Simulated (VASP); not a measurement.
# Ho2Sb2N (P-62m) in VASP: relaxation of cell and atoms with PBE

Aim: the relaxation of cell and atoms of Ho2Sb2N with PBE.

Program: VASP 6.6.1. These are calculated values, not measurements. Logs are shortened: lines on timing, memory, paths and dates and some standing lists are left out, and cuts for length are marked.

## (1) The cell of the first run

It takes space group P-62m (No. 189, hexagonal). Conventional cell: a = 6.171 Å, b = 6.171 Å, c = 7.846 Å, α = 90.00°, β = 90.00°, γ = 120.00°. Ho (site symmetry 3) has 1 Ho at 2.51 Å and 3 Sb at 3.21 Å within 3.3 Å. Sb (site symmetry m2m) has 6 Sb at 3.04 to 3.13 Å and 4 Ho at 3.21 Å and 4 N at 3.48 to 3.55 Å within 4.0 Å. Within 2.2 Å of Sb (site symmetry -62m) lie 2 N at 1.68 Å. N (site symmetry 3m) has 1 Sb at 1.68 Å within 2.2 Å.

The cell was generated, and may not be a known phase.

## (2) Relaxation of cell and atoms, PBE

The input, INCAR:

```
PREC     = Accurate       # precision mode
ENCUT    = 600            # plane-wave cutoff, eV
EDIFF    = 1E-7           # SCF threshold, eV
ISMEAR   = 0              # smearing method
SIGMA    = 0.2            # smearing width, eV
LREAL    = False          # projectors in reciprocal space
LASPH    = True           # aspherical terms in the spheres
NELM     = 200            # most SCF steps
ALGO     = Normal         # electronic algorithm
ISIF     = 3              # what is computed and relaxed
LWAVE    = False          # write WAVECAR
LCHARG   = False          # write CHGCAR
GGA      = PE             # functional
IBRION   = 2              # ionic algorithm
NSW      = 36             # ionic steps
EDIFFG   = -0.08          # ionic threshold
GGA_COMPAT= False        
NELMIN   = 4            
LMAXMIX  = 6              # l up to which the mixer works
```

The input, KPOINTS:

```
Automatic mesh
0
Gamma
  3 3 2
```

The input, POSCAR:

```
Ho2Sb2N
1.0
    6.1714232000      0.0000000000      0.0000000000
   -3.0857116000      5.3446092700      0.0000000000
    0.0000000000      0.0000000000      7.8461564000
Ho Sb N
4 4 2
Direct
    0.3333333300      0.6666666700      0.6596890700
    0.3333333300      0.6666666700      0.3403109300
    0.6666666700      0.3333333300      0.3403109300
    0.6666666700      0.3333333300      0.6596890700
    0.5066480000      0.0000000000      0.0000000000
    0.0000000000      0.5066480000      0.0000000000
    0.4933520000      0.4933520000      0.0000000000
    0.0000000000      0.0000000000      0.0000000000
    0.0000000000      0.0000000000      0.7853010900
    0.0000000000      0.0000000000      0.2146989100
```

Potentials or basis: VASP PAW PBE potentials, release 64 (Ho_3, Sb, N), 4f in core.

Run with:

```
$ cat potpaw_PBE.64/Ho_3/POTCAR potpaw_PBE.64/Sb/POTCAR potpaw_PBE.64/N/POTCAR > POTCAR
$ mpirun -np 1 vasp_std > vasp.out
```

OUTCAR:

```text
PREC = Accurate
   ENCUT = 600
   EDIFF = 1E-7
   ISMEAR = 0
   LREAL = False
   LASPH = True
   NELM = 200
   ISIF = 3
   GGA = PE
   IBRION = 2
   NSW = 36
   EDIFFG = -0.08
   NELMIN = 4

 ion  position               nearest neighbor table
   1  0.333  0.667  0.660-   2 2.51   6 3.21   5 3.21   7 3.21   4 3.56   4 3.56   4 3.56
   2  0.333  0.667  0.340-   1 2.51   6 3.21   5 3.21   7 3.21   3 3.56   3 3.56   3 3.56
   3  0.667  0.333  0.340-   4 2.51   5 3.21   6 3.21   7 3.21   2 3.56   2 3.56   2 3.56
   4  0.667  0.333  0.660-   3 2.51   5 3.21   6 3.21   7 3.21   1 3.56   1 3.56   1 3.56
   5  0.507  0.000  0.000-   8 3.04   7 3.09   6 3.09   7 3.09   6 3.09   8 3.13   4 3.21   3 3.21
                             2 3.21   1 3.21
   6  0.000  0.507  0.000-   8 3.04   7 3.09   7 3.09   5 3.09   5 3.09   8 3.13   2 3.21   1 3.21
                             4 3.21   3 3.21
   7  0.493  0.493  0.000-   8 3.04   6 3.09   6 3.09   5 3.09   5 3.09   8 3.13   4 3.21   3 3.21
                             2 3.21   1 3.21
   8  0.000  0.000  0.000-   9 1.68  10 1.68   5 3.04   6 3.04   7 3.04   5 3.13   6 3.13   7 3.13

   9  0.000  0.000  0.785-   8 1.68
  10  0.000  0.000  0.215-   8 1.68

  LATTYP: Found a hexagonal cell.
 ALAT       =     6.1714232000
 C/A-ratio  =     1.2713690417

  Lattice vectors:

 A1 = (   6.1714232000,   0.0000000000,   0.0000000000)
 A2 = (  -3.0857116000,   5.3446092700,   0.0000000000)
 A3 = (   0.0000000000,   0.0000000000,   7.8461564000)

Analysis of symmetry for initial positions (statically):
=====================================================================
 Subroutine PRICEL returns:
 Original cell was already a primitive cell.

 Routine SETGRP: Setting up the symmetry group for a
 hexagonal supercell.

 Subroutine GETGRP returns: Found 12 space group operations
 (whereof 12 operations were pure point group operations)
 out of a pool of 24 trial point group operations.

The static configuration has the point symmetry D_3h.

Analysis of symmetry for dynamics (positions and initial velocities):
=====================================================================
 Subroutine PRICEL returns:
 Original cell was already a primitive cell.

 Routine SETGRP: Setting up the symmetry group for a
 hexagonal supercell.

 Subroutine GETGRP returns: Found 12 space group operations
 (whereof 12 operations were pure point group operations)
 out of a pool of 24 trial point group operations.

The dynamic configuration has the point symmetry D_3h.

 Subroutine INISYM returns: Found 12 space group operations
 (whereof 12 operations are pure point group operations),
 and found     1 'primitive' translations

[... 112 lines left out ...]
  volume/ion in A,a.u.               =      25.88       174.64
  Fermi-wavevector in a.u.,A,eV,Ry     =   1.038174  1.961864 14.664425  1.077805
  Thomas-Fermi vector in A             =   2.172646
   LORBIT       =      0    0 simple, 1 ext, 2 COOP (PROOUT), +10 PAW based schemes
   GGA     = PE    functional components
   LHFCALC =     F    Hartree Fock is set to
   AEXX    =    0.0000 exact exchange contribution
   IVDW    =     0    specifies the selected vdW correction
   LEPSILON=     F    determine dielectric tensor
   LRPA    =     F    only Hartree local field effects (RPA)
 conjugate gradient relaxation of ions
 non-spin polarized calculation
 Gauss-broadening in eV      SIGMA  =   0.20
  energy-cutoff  :      600.00
  volume of cell :      258.80
 maximum number of plane-waves:      8719
 NGX is ok and might be reduce to    50
   NGX = 25   NGY = 25   NGZ = 31

--------------------------------------- Ionic step        1  -------------------------------------------

 number of electron      66.0000005 magnetization

 Free energy of the ion-electron system (eV)
  ---------------------------------------------------
  ext. energy  EPLUGINS =         0.00000000
  ---------------------------------------------------
  free energy    TOTEN  =       -39.04573826 eV

  energy without entropy =      -38.91163765  energy(sigma->0) =      -38.97868795

------------------------ aborting loop because EDIFF is reached ----------------------------------------

  FORCE on cell =-STRESS in cart. coord.  units (eV):
  Direction    XX          YY          ZZ          XY          YZ          ZX
  --------------------------------------------------------------------------------------
  -------------------------------------------------------------------------------------
  Total        7.2358356      7.2358356     49.7528215      0.0000000      0.0000000      0.0000000
  in kB       44.7961842     44.7961842    308.0137091      0.0000000      0.0000000      0.0000000
  external PRESSURE =     132.5353592 kB  Pullay stress =       0.0000000 kB
[... 113 lines left out ...]
  FREE ENERGIE OF THE ION-ELECTRON SYSTEM (eV)
  ---------------------------------------------------
  free  energy   TOTEN  =       -43.1608520856 eV

  energy  without entropy=      -42.9368234173  energy(sigma->0) =      -43.04883775

 E-fermi :   4.5306     XC(G=0):  -9.4631

 val. band max:        4.4655676789   @ k =   0.3333   0.0000   0.5000
 cond. band min:       4.5508630820   @ k =   0.3333   0.0000   0.5000
 fundamental gap:      0.0852954031
 Fermi energy:         4.5306101435

 k-point     1 :       0.0000    0.0000    0.0000
  band No.  band energies     occupation
      1     -20.4465      2.00000
      2     -20.3818      2.00000
      3     -20.3524      2.00000
      4     -20.3524      2.00000
      5     -20.3141      2.00000
      6     -20.3141      2.00000
[... 241 lines left out ...]
     38       5.2530      0.00000
     39       5.7402      0.00000

[... ionic steps 4 to 17 ...]

--------------------------------------- Ionic step       18  -------------------------------------------

 number of electron      66.0000000 magnetization

------------------------ aborting loop because EDIFF is reached ----------------------------------------
[... 83 lines left out ...]
--------------------------------------- Ionic step       20  -------------------------------------------

 number of electron      65.9999999 magnetization

 Free energy of the ion-electron system (eV)
  ---------------------------------------------------
  ext. energy  EPLUGINS =         0.00000000
  ---------------------------------------------------
  free energy    TOTEN  =       -44.78355954 eV

  energy without entropy =      -44.61565827  energy(sigma->0) =      -44.69960891

 E-fermi :   3.3217     XC(G=0):  -8.7576

 val. band max:        3.2912625948   @ k =   0.3333   0.0000   0.5000
 cond. band min:       3.3450362826   @ k =   0.3333   0.0000   0.5000
 fundamental gap:      0.0537736878
 Fermi energy:         3.3216770190

 k-point     1 :       0.0000    0.0000    0.0000
  band No.  band energies     occupation
      1     -21.6213      2.00000
      2     -21.6213      2.00000
      3     -21.6052      2.00000
      4     -21.6052      2.00000
      5     -21.5973      2.00000
      6     -21.5644      2.00000
[... 278 lines left out ...]
  FREE ENERGIE OF THE ION-ELECTRON SYSTEM (eV)
  ---------------------------------------------------
  free  energy   TOTEN  =       -44.7835595449 eV

  energy  without entropy=      -44.6156582697  energy(sigma->0) =      -44.69960891

 reached required accuracy - stopping structural energy minimisation
```

OSZICAR:

```text
N       E                     dE             d eps       ncg     rms          rms(c)
DAV:   1     0.743190568435E+03    0.74319E+03   -0.26912E+04   492   0.167E+03
DAV:   2     0.849136867614E+02   -0.65828E+03   -0.64572E+03   702   0.751E+02
DAV:   3    -0.221548683220E+02   -0.10707E+03   -0.10261E+03   825   0.234E+02
[... 307 lines left out ...]
DAV:   7    -0.447835582046E+02    0.73868E-06   -0.21537E-05   784   0.221E-02    0.785E-03
DAV:   8    -0.447835598531E+02   -0.16485E-05   -0.29251E-06   672   0.116E-02    0.259E-03
DAV:   9    -0.447835597147E+02    0.13837E-06   -0.42389E-07   560   0.406E-03    0.147E-03
DAV:  10    -0.447835595768E+02    0.13794E-06   -0.97003E-08   360   0.251E-03    0.778E-04
DAV:  11    -0.447835595449E+02    0.31869E-07   -0.76227E-08   384   0.325E-03
  20 F= -.44783560E+02 E0= -.44699609E+02  d E =-.289398E-02
```

Run time: 21 min. Hardware: 1 thread of Intel Xeon 6975P-C (Granite Rapids), shared host; peak memory 0.49 GiB.

Results:

- Free energy: -44.7836 eV
- Relaxed volume: 31.66 Å³/atom
- Relaxed cell: a = 6.673 Å, b = 6.673 Å, c = 8.210 Å, α = 90.00°, β = 90.00°, γ = 120.00°
- Space group after relaxing (to 0.1 Å): P-62m (No. 189)
- Energy gained by relaxing: 573.8 meV/atom
- Ionic steps: 20
- Pressure after relaxing: -0.1 GPa
- Largest force after relaxing: 0.053 eV/Å
- Band gap on the k mesh: zero (bands 33 and 34 overlap by 0.51 eV)

Forces on the atoms (eV/Å):
```
Ho   0.000  0.000  0.053
Ho   0.000  0.000 -0.053
Ho   0.000  0.000 -0.053
Ho   0.000  0.000  0.053
Sb  -0.014  0.000  0.000
Sb   0.007 -0.012  0.000
Sb   0.007  0.012  0.000
Sb   0.000  0.000  0.000
N    0.000  0.000 -0.051
N    0.000  0.000  0.051
```

Stress tensor (GPa, compression positive):
```
-0.01  0.00  0.00
 0.00 -0.01  0.00
 0.00  0.00 -0.17
```

The path:
```tsv
step	energy change (eV)	largest force (eV/Å)	pressure (GPa)	volume (Å³)
1	0.0000	11.9878	13.25	258.80
2	-1.1930	1.2536	-7.49	343.71
3	-4.1151	2.0998	-3.02	292.82
4	-4.1686	2.1734	-2.53	290.31
5	-4.2166	2.3597	-1.15	284.09
6	-4.2183	2.3351	-1.35	284.89
7	-5.0090	1.3323	0.14	279.56
8	-5.3239	0.1454	3.60	271.89
9	-5.3432	0.2221	2.77	273.40
10	-5.5298	0.5903	-0.26	291.60
11	-5.5309	0.6443	-0.48	293.23
12	-5.6280	0.3868	-0.01	297.64
13	-5.6639	1.0711	1.66	306.68
14	-5.6864	0.1258	0.67	302.18
15	-5.6912	0.4679	1.05	304.11
16	-5.7208	0.5390	0.49	313.60
17	-5.7223	0.5699	0.36	316.35
18	-5.7340	0.1101	-0.37	318.06
19	-5.7349	0.1046	-0.22	317.69
20	-5.7378	0.0531	-0.07	316.59
```

Final structure:
```
Ho Sb N
1.0
     6.67287    0.00000    0.00000
    -3.33643    5.77887    0.00000
     0.00000    0.00000    8.21003
Ho Sb N
4 4 2
Direct
  0.33333 0.66667 0.71917
  0.33333 0.66667 0.28083
  0.66667 0.33333 0.28083
  0.66667 0.33333 0.71917
  0.50963 0.00000 0.00000
  0.00000 0.50963 0.00000
  0.49037 0.49037 0.00000
  0.00000 0.00000 0.00000
  0.00000 0.00000 0.76261
  0.00000 0.00000 0.23739
```

Caveat: the k points lie up to 0.38 Å⁻¹ apart in the final cell, too coarse for converged energies and pressures of a metal; the volume moved by over 15 % at a fixed basis, so the end points are rough; spin-orbit coupling is left out, which moves the levels of the heavy elements; the 4f electrons are frozen in the core, so they carry no moment and show no levels; the run has no spin polarisation, though such a crystal can be magnetic; the relaxation stopped at a loose force limit of 0.08 eV/Å, so its end isn't a converged minimum.

The gap in the log of VASP goes by the Fermi energy; the results here count the filled bands.